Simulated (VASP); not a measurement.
# Si3Sn (P4/mmm) in VASP: relaxation of cell and atoms with PBE

Aim: the relaxation of cell and atoms of Si3Sn with PBE.

Program: VASP 6.6.1. These are calculated values, not measurements. Logs are shortened: lines on timing, memory, paths and dates and some standing lists are left out, and cuts for length are marked.

## (1) The cell of the first run

Symmetry: P4/mmm, No. 123, tetragonal system. Conventional cell: a = 3.286 Å, b = 3.286 Å, c = 6.788 Å, α = 90.00°, β = 90.00°, γ = 90.00°. Si (site symmetry 4/mmm) has 12 Si at 2.64 to 3.29 Å and 2 Sn at 3.39 Å within 3.5 Å. Within 3.3 Å of Si (site symmetry 4mm) lie 9 Si at 2.51 to 3.29 Å and 4 Sn at 3.16 Å. Sn (site symmetry 4/mmm) has 10 Si at 3.16 to 3.39 Å and 4 Sn at 3.29 Å within 4.2 Å.

## (2) Relaxation of cell and atoms, PBE

The input, INCAR:

```
PREC = Accurate ; ENCUT = 500
EDIFF = 1E-7 ; ISMEAR = 0
SIGMA = 0.1 ; LREAL = F
LASPH = T ; NELM = 120
ALGO = Normal ; ISIF = 3
LWAVE = F ; LCHARG = F
GGA = PE ; IBRION = 2
NSW = 100 ; EDIFFG = -0.01
GGA_COMPAT = F ; NELMIN = 4
```

The input, KPOINTS:

```
regular mesh
0
Gamma
  14 14 8
```

The input, POSCAR:

```
Si3Sn
1.0
    3.2864441781      0.0000000000      0.0000000000
    0.0000000000      3.2864441781      0.0000000000
    0.0000000000      0.0000000000      6.7875316212
Si Sn
3 1
Direct
    0.0000000000      0.0000000000      0.0000000000
    0.5000000000      0.5000000000      0.1846272640
    0.5000000000      0.5000000000      0.8153727360
    0.0000000000      0.0000000000      0.5000000000
```

Potentials or basis: VASP PAW PBE potentials, release 64 (Si, Sn_d).

Command:

```bash
cat potpaw_PBE.64/Si/POTCAR potpaw_PBE.64/Sn_d/POTCAR > POTCAR
mpirun -np 1 vasp_std > vasp.out
```

OUTCAR:

```text
PREC = Accurate
   ENCUT = 500
   EDIFF = 1E-7
   ISMEAR = 0
   LREAL = F
   LASPH = T
   NELM = 120
   ISIF = 3
   GGA = PE
   IBRION = 2
   NSW = 100
   EDIFFG = -0.01
   NELMIN = 4

 ion  position               nearest neighbor table
   1  0.000  0.000  0.000-   2 2.64   3 2.64   2 2.64   3 2.64   2 2.64   3 2.64   2 2.64   3 2.64
                             4 3.39   4 3.39
   2  0.500  0.500  0.185-   3 2.51   1 2.64   1 2.64   1 2.64   1 2.64   4 3.16   4 3.16   4 3.16
                             4 3.16
   3  0.500  0.500  0.815-   2 2.51   1 2.64   1 2.64   1 2.64   1 2.64   4 3.16   4 3.16   4 3.16
                             4 3.16
   4  0.000  0.000  0.500-   2 3.16   3 3.16   2 3.16   3 3.16   2 3.16   3 3.16   2 3.16   3 3.16
                             1 3.39   1 3.39

  LATTYP: Found a simple tetragonal cell.
 ALAT       =     3.2864441781
 C/A-ratio  =     2.0653117027

  Lattice vectors:

 A1 = (   3.2864441781,   0.0000000000,   0.0000000000)
 A2 = (   0.0000000000,   3.2864441781,   0.0000000000)
 A3 = (   0.0000000000,   0.0000000000,   6.7875316212)

Analysis of symmetry for initial positions (statically):
=====================================================================
 Subroutine PRICEL returns:
 Original cell was already a primitive cell.

 Routine SETGRP: Setting up the symmetry group for a
 simple tetragonal supercell.

 Subroutine GETGRP returns: Found 16 space group operations
 (whereof 16 operations were pure point group operations)
 out of a pool of 16 trial point group operations.

The static configuration has the point symmetry D_4h.

Analysis of symmetry for dynamics (positions and initial velocities):
=====================================================================
 Subroutine PRICEL returns:
 Original cell was already a primitive cell.

 Routine SETGRP: Setting up the symmetry group for a
 simple tetragonal supercell.

 Subroutine GETGRP returns: Found 16 space group operations
 (whereof 16 operations were pure point group operations)
 out of a pool of 16 trial point group operations.

The dynamic configuration has the point symmetry D_4h.

 Subroutine INISYM returns: Found 16 space group operations
 (whereof 16 operations are pure point group operations),
 and found     1 'primitive' translations

----------------------------------------------------------------------------------------

                                     Primitive cell

  volume of cell :      73.3102

  direct lattice vectors                    reciprocal lattice vectors
     3.286444178  0.000000000  0.000000000     0.304280233  0.000000000  0.000000000
     0.000000000  3.286444178  0.000000000     0.000000000  0.304280233  0.000000000
     0.000000000  0.000000000  6.787531621     0.000000000  0.000000000  0.147328964

  length of vectors
     3.286444178  3.286444178  6.787531621     0.304280233  0.304280233  0.147328964

  position of ions in fractional coordinates (direct lattice)
     0.000000000  0.000000000  0.000000000
     0.500000000  0.500000000  0.184627264
     0.500000000  0.500000000  0.815372736
     0.000000000  0.000000000  0.500000000

  ion indices of the primitive-cell ions
   primitive index   ion index
                 1           1
                 2           2
                 3           3
                 4           4

----------------------------------------------------------------------------------------

 KPOINTS: regular mesh

Automatic generation of k-mesh.
 Grid dimensions read from file:
 generate k-points for:   14   14    8

 Generating k-lattice:

  Cartesian coordinates                     Fractional coordinates (reciprocal lattice)
     0.021734302  0.000000000  0.000000000     0.071428571  0.000000000  0.000000000
     0.000000000  0.021734302  0.000000000     0.000000000  0.071428571  0.000000000
     0.000000000  0.000000000  0.018416120     0.000000000  0.000000000  0.125000000

  Length of vectors
     0.021734302  0.021734302  0.018416120

  Shift w.r.t. Gamma in fractional coordinates (k-lattice)
     0.000000000  0.000000000  0.000000000

 Subroutine IBZKPT returns following result:
 ===========================================

 Found    180 irreducible k-points:

 Following reciprocal coordinates:
            Coordinates               Weight
  0.000000  0.000000  0.000000      1.000000
  0.071429  0.000000  0.000000      4.000000
  0.142857  0.000000  0.000000      4.000000
  0.214286  0.000000  0.000000      4.000000
  0.285714  0.000000  0.000000      4.000000
  0.357143  0.000000  0.000000      4.000000
[... 16 lines left out ...]
  0.285714  0.214286  0.000000      8.000000
  0.357143  0.214286  0.000000      8.000000
 [... further k-points ...]
   k-points           NKPTS =    180   k-points in BZ     NKDIM =    180   number of bands    NBANDS=     17
   number of dos      NEDOS =    301   number of ions     NIONS =      4
   total plane-waves  NPLWV =  28800
   dimension x,y,z NGX =    24 NGY =   24 NGZ =   50
   dimension x,y,z NGXF=    48 NGYF=   48 NGZF=  100
   ions per type =               3   1
   NGX,Y,Z   is equivalent  to a cutoff of  12.14, 12.14, 12.25 a.u.
   NGXF,Y,Z  is equivalent  to a cutoff of  24.28, 24.28, 24.49 a.u.
 SYSTEM =  unknown system
   PREC   = accura    normal or accurate (medium, high low for compatibility)
   ISTART =      0    job   : 0-new  1-cont  2-samecut
   ICHARG =      2    charge: 1-file 2-atom 10-const
   ISPIN  =      1    spin polarized calculation?
   LNONCOLLINEAR =      F non collinear calculations
   LSORBIT =      F    spin-orbit coupling
   LASPH  =      T    aspherical Exc in radial PAW
   ENCUT  =  500.0 eV  36.75 Ry    6.06 a.u.   5.99  5.99 12.38*2*pi/ulx,y,z
   NELM   =    120;   NELMIN=  4; NELMDL= -5     # of ELM steps
   EDIFF  = 0.1E-06   stopping-criterion for ELM
   LREAL  =      F    real-space projection
   EDIFFG = -.1E-01   stopping-criterion for IOM
   NSW    =    100    number of steps for IOM
   IBRION =      2    ionic relax: 0-MD 1-quasi-New 2-CG
   NFREE  =      1    steps in history (QN), initial steepest desc. (CG)
   ISIF   =      3    stress and relaxation
   ISYM   =      2    0-nonsym 1-usesym 2-fastsym
   POTIM  = 0.5000    time-step for ionic-motion
   TEBEG  =    0.0;   TEEND  =   0.0 temperature during run
   PSTRESS=    0.0 pullay stress
   NELECT =      26.0000    total number of electrons
   NUPDOWN=      -1.0000    fix difference up-down
   EMIN   =  10.00;   EMAX   =-10.00  energy-range for DOS
   EFERMI =   0.00;   METHOD = LEGACY
   ISMEAR =     0;   SIGMA  =   0.10  broadening in eV -4-tet -1-fermi 0-gaus
   EFERMI_NEDOS =   21; number of points for ismear=-14 and -15
   IALGO  =     38    algorithm
   IMIX   =      4    mixing-type and parameters
     AMIX     =   0.40;   BMIX     =  1.00
     AMIX_MAG =   1.60;   BMIX_MAG =  1.00
  volume/ion in A,a.u.               =      18.33       123.68
  Fermi-wavevector in a.u.,A,eV,Ry     =   1.158807  2.189828 18.270365  1.342834
  Thomas-Fermi vector in A             =   2.295406
   LORBIT       =      0    0 simple, 1 ext, 2 COOP (PROOUT), +10 PAW based schemes
   GGA     = PE    functional components
   LHFCALC =     F    Hartree Fock is set to
   AEXX    =    0.0000 exact exchange contribution
   IVDW    =     0    specifies the selected vdW correction
   LEPSILON=     F    determine dielectric tensor
   LRPA    =     F    only Hartree local field effects (RPA)
 conjugate gradient relaxation of ions
 non-spin polarized calculation
 Gauss-broadening in eV      SIGMA  =   0.10
  energy-cutoff  :      500.00
  volume of cell :       73.31
 maximum number of plane-waves:      1896
 NGX is ok and might be reduce to    24
   NGX = 11   NGY = 11   NGZ = 25

--------------------------------------- Ionic step        1  -------------------------------------------

 number of electron      25.9999991 magnetization

 Free energy of the ion-electron system (eV)
  ---------------------------------------------------
  ext. energy  EPLUGINS =         0.00000000
  ---------------------------------------------------
  free energy    TOTEN  =       -18.39670427 eV

  energy without entropy =      -18.38686934  energy(sigma->0) =      -18.39178681

------------------------ aborting loop because EDIFF is reached ----------------------------------------

  FORCE on cell =-STRESS in cart. coord.  units (eV):
  Direction    XX          YY          ZZ          XY          YZ          ZX
  --------------------------------------------------------------------------------------
  -------------------------------------------------------------------------------------
  Total       -0.0420472     -0.0420472     -0.0410932      0.0000000      0.0000000      0.0000000
  in kB       -0.9189323     -0.9189323     -0.8980821      0.0000000      0.0000000      0.0000000
  external PRESSURE =      -0.9119822 kB  Pullay stress =       0.0000000 kB

 VOLUME and BASIS-vectors are now :
 -----------------------------------------------------------------------------
  energy-cutoff  :      500.00
  volume of cell :       73.31
      direct lattice vectors                 reciprocal lattice vectors
     3.286444178  0.000000000  0.000000000     0.304280233  0.000000000  0.000000000
     0.000000000  3.286444178  0.000000000     0.000000000  0.304280233  0.000000000
     0.000000000  0.000000000  6.787531621     0.000000000  0.000000000  0.147328964
[... 115 lines left out ...]
 POSITION                                       TOTAL-FORCE (eV/Angst)
 -----------------------------------------------------------------------------------
      0.00000      0.00000      0.00000         0.000000      0.000000      0.000000
      1.64067      1.64067      1.26073        -0.000000     -0.000000      0.007596
      1.64067      1.64067      5.51648         0.000000     -0.000000     -0.007596
     -0.00000      0.00000      3.38861        -0.000000      0.000000      0.000000
 -----------------------------------------------------------------------------------
    total drift:                                0.000000      0.000000      0.000000

  FREE ENERGIE OF THE ION-ELECTRON SYSTEM (eV)
  ---------------------------------------------------
  free  energy   TOTEN  =       -18.3974175910 eV

  energy  without entropy=      -18.3882273740  energy(sigma->0) =      -18.39282248

--------------------------------------- Ionic step        5  -------------------------------------------

 number of electron      25.9999992 magnetization

 Free energy of the ion-electron system (eV)
  ---------------------------------------------------
  ext. energy  EPLUGINS =         0.00000000
  ---------------------------------------------------
  free energy    TOTEN  =       -18.39742399 eV

  energy without entropy =      -18.38833422  energy(sigma->0) =      -18.39287911

 E-fermi :   8.9178     XC(G=0): -10.7478

 val. band max:        8.9177965031   @ k =   0.3571   0.3571   0.3750
 cond. band min:       8.9197952115   @ k =   0.2857   0.2143   0.0000
 fundamental gap:      0.0019987084
 Fermi energy:         8.9178280042

 k-point     1 :       0.0000    0.0000    0.0000
  band No.  band energies     occupation
      1     -12.8367      2.00000
      2     -12.7599      2.00000
      3     -12.6729      2.00000
      4     -12.6729      2.00000
      5     -12.6285      2.00000
      6      -4.4982      2.00000
[... 9 lines left out ...]
     16      11.6725      0.00000
     17      12.6146      0.00000
[... 441 lines left out ...]
 k-point    24 :       0.3571    0.2143    0.0000
  band No.  band energies     occupation
      1     -12.7272      2.00000
      2     -12.7187      2.00000
      3     -12.7019      2.00000
      4     -12.6940      2.00000
      5     -12.6501      2.00000
      6      -2.1838      2.00000
[... 9 lines left out ...]
     16      10.8347      0.00000
     17      11.9466      0.00000

 [... further k-points ...]

------------------------ aborting loop because EDIFF is reached ----------------------------------------

  FORCE on cell =-STRESS in cart. coord.  units (eV):
  Direction    XX          YY          ZZ          XY          YZ          ZX
  --------------------------------------------------------------------------------------
  -------------------------------------------------------------------------------------
  Total       -0.0222875     -0.0222875     -0.0244813      0.0000000      0.0000000      0.0000000
  in kB       -0.4887111     -0.4887111     -0.5368159      0.0000000      0.0000000      0.0000000
  external PRESSURE =      -0.5047460 kB  Pullay stress =       0.0000000 kB

 VOLUME and BASIS-vectors are now :
 -----------------------------------------------------------------------------
  energy-cutoff  :      500.00
  volume of cell :       73.07
      direct lattice vectors                 reciprocal lattice vectors
     3.282421000  0.000000000 -0.000000000     0.304653181  0.000000000  0.000000000
     0.000000000  3.282421000  0.000000000     0.000000000  0.304653181  0.000000000
    -0.000000000  0.000000000  6.781594058     0.000000000  0.000000000  0.147457956

 POSITION                                       TOTAL-FORCE (eV/Angst)
 -----------------------------------------------------------------------------------
      0.00000      0.00000      0.00000        -0.000000     -0.000000      0.000000
      1.64121      1.64121      1.26239         0.000000      0.000000     -0.005667
      1.64121      1.64121      5.51920        -0.000000      0.000000      0.005667
     -0.00000      0.00000      3.39080        -0.000000     -0.000000      0.000000
 -----------------------------------------------------------------------------------
    total drift:                               -0.000000      0.000000      0.000000

  FREE ENERGIE OF THE ION-ELECTRON SYSTEM (eV)
  ---------------------------------------------------
  free  energy   TOTEN  =       -18.3974239896 eV

  energy  without entropy=      -18.3883342235  energy(sigma->0) =      -18.39287911

 reached required accuracy - stopping structural energy minimisation
```

Run time: 9.1 min. Hardware: 1 thread of Oxide Virtual Turin-like, shared host; peak memory 0.3 GiB.

Results:

* Free energy: -18.3974 eV
* Relaxed volume: 18.27 Å³/atom
* Relaxed cell: a = 3.282 Å, b = 3.282 Å, c = 6.782 Å, α = 90.00°, β = 90.00°, γ = 90.00°
* Space group after relaxing (to 0.1 Å): P4/mmm (No. 123)
* Energy gained by relaxing: 0.2 meV/atom
* Ionic steps: 5
* Pressure after relaxing: -0.1 GPa
* Largest force after relaxing: 0.006 eV/Å

Forces in eV/Å, atoms in the order of the input:
```
Si   0.000  0.000  0.000
Si   0.000  0.000 -0.006
Si   0.000  0.000  0.006
Sn   0.000  0.000  0.000
```

Step by step:
| step | energy change (eV) | largest force (eV/Å) | pressure (GPa) | volume (Å³) |
| --- | --- | --- | --- | --- |
| 1 | 0.0000 | 0.0641 | -0.09 | 73.31 |
| 2 | -0.0004 | 0.0464 | -0.04 | 73.20 |
| 3 | -0.0007 | 0.0062 | 0.10 | 72.89 |
| 4 | -0.0007 | 0.0076 | 0.06 | 72.97 |
| 5 | -0.0007 | 0.0057 | -0.05 | 73.07 |

Final structure:
```
Si Sn
1.0
     3.28242    0.00000    0.00000
     0.00000    3.28242    0.00000
     0.00000    0.00000    6.78159
Si Sn
3 1
Cartesian
  0.0000 0.0000 0.0000
  1.6412 1.6412 1.2624
  1.6412 1.6412 5.5192
  0.0000 0.0000 3.3908
```

Levels at points of the mesh, in eV from the Fermi level:
```
           k point  band 11  band 12  band 13  band 14  band 15  band 16
(0.00, 0.00, 0.00)    -0.68    -0.48     0.42     2.37     2.75     2.75
(0.50, 0.00, 0.00)    -5.37     1.55     2.06     2.57     2.67     3.07
(0.50, 0.50, 0.00)    -3.85    -2.08    -2.08    -2.08    -2.05    -2.05
(0.00, 0.00, 0.50)    -1.16    -0.01     1.64     1.64     2.28     2.44
(0.50, 0.00, 0.50)    -2.31    -1.91    -1.33     1.58     2.17     3.92
(0.50, 0.50, 0.50)    -4.59    -3.75    -3.75    -0.58     0.43     0.96
```

Caveat: the highest band is partly filled, so the run has too few bands; spin-orbit coupling is left out, which moves the levels of the heavy elements.
